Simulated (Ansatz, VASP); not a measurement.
Two plane-wave programs on AlCo

INCAR

```
SYSTEM = AlCo
PREC     = Accurate       ! precision mode
ENCUT    = 520            ! plane-wave cutoff, eV
EDIFF    = 1E-6           ! SCF threshold, eV
ISMEAR   = 0              ! smearing method
SIGMA    = 0.15           ! smearing width, eV
LREAL    = .FALSE.        ! projectors in reciprocal space
LASPH    = .TRUE.         ! aspherical terms in the spheres
NELM     = 80             ! most SCF steps
ALGO     = Normal         ! electronic algorithm
ISIF     = 2              ! what is computed and relaxed
LWAVE    = .FALSE.        ! write WAVECAR
LCHARG   = .FALSE.        ! write CHGCAR
GGA      = PS             ! functional
NBANDS   = 13             ! bands
```

Contents of KPOINTS:

```
regular mesh
0
G
  16 16 16
  0 0 0
```

The input POSCAR:

```
AlCo
1.0
    2.9039853063      0.0000000000      0.0000000000
    0.0000000000      2.9039853063      0.0000000000
    0.0000000000      0.0000000000      2.9039853063
Al Co
1 1
Direct
    0.0000000000      0.0000000000      0.0000000000
    0.5000000000      0.5000000000      0.5000000000
```

Input for Ansatz:

```yaml
crystal:
  lattice:
    - [2.9039853063, 0.0, 0.0]
    - [0.0, 2.9039853063, 0.0]
    - [0.0, 0.0, 2.9039853063]
  atoms:
    - { symbol: Al, position: [0.0, 0.0, 0.0] }
    - { symbol: Co, position: [0.5, 0.5, 0.5] }
basis:
  ecutwfc: 420
kpoints:
  mp_grid: { grid: [16, 16, 16] }
hamiltonian:
  xc: pbesol
scf:
  occupations: { method: gaussian, width: 0.15 }
output:
  forces: true
  stress: true
  eigenvalues: true
```

Change from the starting cell: strain +0.030 along x and y, +0.030 along z, atoms carried along.

Alike in both runs: task single point; functional PBEsol; k mesh 16 × 16 × 16; occupations gaussian, width 0.15 eV; no spin polarisation.

|  | VASP | Ansatz |
| --- | --- | --- |
| version | VASP 6.6.1 | Ansatz 0.2.0 |
| potentials or method | VASP PAW PBE potentials, release 64 (Al, Co), cutoff 520 eV | scalar-relativistic, plane waves, PAW |
| valence electrons in the cell | 12 | 20 |

|  | VASP | Ansatz | Ansatz less VASP |
| --- | --- | --- | --- |
| gap on the k mesh at the Fermi level (eV) | none | none | - |
| pressure (GPa) | -13.6 | -13.7 | -0.12 |

VASP's potentials were made for PBE, not for PBEsol. A gap of «none» marks a metal or a gap that the smearing closes. The functional is the same, so the differences come from potentials, cutoffs and numerics. VASP's potentials hold 12 valence electrons a cell and Ansatz's 20, so a difference there can come from the potentials and not from the codes.
